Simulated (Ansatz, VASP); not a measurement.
## PbSe: VASP beside Ansatz

```
Pb Se
1.0
     2.15488   -6.13395    0.00000
     2.15488    6.13395    0.00000
     0.00000    0.00000    4.45049
Pb Se
2 2
Direct
  0.63176 0.36824 0.75000
  0.36824 0.63176 0.25000
  0.86129 0.13871 0.75000
  0.13871 0.86129 0.25000
```

Alike in both runs: task single point; functional PBEsol; k mesh 4 × 4 × 4; no spin polarisation.

|  | VASP | Ansatz |
| --- | --- | --- |
| version | VASP 6.6.1 | Ansatz 0.2.0 |
| potentials or method | VASP PAW PBE potentials, release 64 (Pb_d, Se), cutoff 520 eV | plane waves, PAW |
| occupations | gaussian, width 0.01 eV | fixed |
| valence electrons in the cell | 40 | 60 |

|  | VASP | Ansatz | Ansatz less VASP |
| --- | --- | --- | --- |
| gap on the k mesh at the Fermi level (eV) | 1.15 | 1.15 | +0.001 |

VASP's potentials were made for PBE, not for PBEsol. VASP's potentials hold 40 valence electrons a cell and Ansatz's 60, so a difference there can come from the potentials and not from the codes.

Neither program's run includes spin-orbit coupling.
